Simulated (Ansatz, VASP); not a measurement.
# One calculation of BN, two programs

Contents of INCAR:

```
PREC = Accurate ; ENCUT = 520
EDIFF = 1E-8 ; ISMEAR = -1
SIGMA = 0.02 ; LREAL = False
LASPH = True ; NELM = 60
ALGO = Normal ; ISIF = 2
LWAVE = False ; LCHARG = False
GGA = PS ; LEFG = True
NBANDS = 16
```

KPOINTS

```
Automatic mesh
0
Gamma
  11 11 4
```

The input POSCAR:

```
BN
1.0
    2.5039917043      0.0125199585      0.0125199585
   -1.2411532501      2.1622604475      0.0045826229
    0.0333060000      0.0333060000      6.6612000000
B N
2 2
Direct
    0.3333333333      0.6666666667      0.2500000000
    0.6666666667      0.3333333333      0.7500000000
    0.3333333333      0.6666666667      0.7500000000
    0.6666666667      0.3333333333      0.2500000000
```

Input for Ansatz:

```yaml
crystal:
  lattice:
    - [2.5039917043, 0.0125199585, 0.0125199585]
    - [-1.2411532501, 2.1622604475, 0.0045826229]
    - [0.033306, 0.033306, 6.6612]
  atoms:
    - { symbol: B, position: [0.3333333333, 0.6666666667, 0.25] }
    - { symbol: B, position: [0.6666666667, 0.3333333333, 0.75] }
    - { symbol: "N", position: [0.3333333333, 0.6666666667, 0.75] }
    - { symbol: "N", position: [0.6666666667, 0.3333333333, 0.25] }
kpoints:
  mp_grid: { grid: [11, 11, 4] }
scf:
  occupations: { method: fermi_dirac, width: 0.02 }
hamiltonian:
  xc: pbesol
  pseudopotentials: { kind: paw }
output:
  forces: true
  stress: true
  eigenvalues: true
  efg: { contact_densities: true }
```

Change from the starting cell: equal xy, yz and zx shear strains of +1 %, PAW files.

Alike in both runs: task electric field gradients; functional PBEsol; k mesh 11 × 11 × 4; occupations fermi-dirac, width 0.02 eV; no spin polarisation.

|  | VASP | Ansatz |
| --- | --- | --- |
| version | VASP 6.6.1 | Ansatz 0.2.0 |
| potentials or method | VASP PAW PBE potentials, release 64 (B, N) | PAW with Ansatz's default frozen-core files, scalar-relativistic |
| plane-wave cutoff (eV) | 520 | 420 |
| valence electrons in the cell | 16 | 16 |

|  | VASP | Ansatz | Ansatz less VASP |
| --- | --- | --- | --- |
| gap on the k mesh at the Fermi level (eV) | 4.19 | 4.20 | +0.010 |
| pressure (GPa) | 0.8 | 0.5 | -0.30 |
| traceless stress, the component that is largest in VASP (GPa) | -3.74 | -3.73 | +0.015 |
| rms of the force components (eV/Å) | 0.076 | 0.075 | -0.0006 |
| size of Vzz on the site where it differs most (V/Å²) | 34.7 | 27.9 | -6.72 |

VASP's potentials were made for PBE, not for PBEsol. Atom by atom the forces differ by 0.001 eV/Å (rms over components).
